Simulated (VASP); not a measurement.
Crystal: SiNi.

```
CELL_PARAMETERS angstrom
4.50369 0.00000 0.00000
0.00000 4.50369 0.00000
0.00000 0.00000 4.50369
ATOMIC_POSITIONS crystal
Ni 0.14950 0.14950 0.14950
Ni 0.64950 0.35050 0.85050
Ni 0.85050 0.64950 0.35050
Ni 0.35050 0.85050 0.64950
Si 0.84683 0.84683 0.84683
Si 0.34683 0.65317 0.15317
Si 0.15317 0.34683 0.65317
Si 0.65317 0.15317 0.34683
```

| Item | Value |
| --- | --- |
| Program | VASP 6.6.1 |
| Task | relaxation of cell and atoms |
| Functional | LDA |
| Potentials or basis | VASP PAW LDA potentials, release 64 (Ni, Si) |
| Cutoff | 600 eV |
| k mesh | 6 × 6 × 6 |
| Occupations | fermi-dirac, width 0.05 eV |
| Spin | collinear spin, ferromagnetic start |
| Starting moments | [1.0, 1.0, 1.0, 1.0, 0.0, 0.0, 0.0, 0.0] μB |

At the start: pressure -9.2 GPa; volume 11.42 Å³/atom.

Q: How do energy, volume and symmetry change on relaxing?

A: Over 7 steps the energy falls by 16.2 meV/atom and the volume is 10.88 Å³/atom (-4.7 %); space group P2_13 (No. 198, to 0.1 Å) before and after; moment 0.00 μB per cell.

Step by step:
| step | energy change (eV) | largest force (eV/Å) | pressure (GPa) | volume (Å³) |
| --- | --- | --- | --- | --- |
| 1 | 0.0000 | 0.0600 | -9.17 | 91.35 |
| 2 | 0.0104 | 0.0349 | 11.47 | 82.98 |
| 3 | -0.1291 | 0.0238 | -0.07 | 87.09 |
| 4 | -0.1291 | 0.0230 | 0.13 | 87.00 |
| 5 | -0.1292 | 0.0129 | -0.11 | 87.10 |
| 6 | -0.1292 | 0.0121 | -0.11 | 87.11 |
| 7 | -0.1293 | 0.0076 | -0.02 | 87.07 |

Final structure:
```xyz
8
Lattice="4.4323 0.0000 0.0000 0.0000 4.4323 0.0000 0.0000 0.0000 4.4323" Properties=species:S:1:pos:R:3 pbc="T T T"
Ni    0.6611    0.6611    0.6611
Ni    2.8773    1.5550    3.7712
Ni    3.7712    2.8773    1.5550
Ni    1.5550    3.7712    2.8773
Si    3.7514    3.7514    3.7514
Si    1.5352    2.8971    0.6809
Si    0.6809    1.5352    2.8971
Si    2.8971    0.6809    1.5352
```
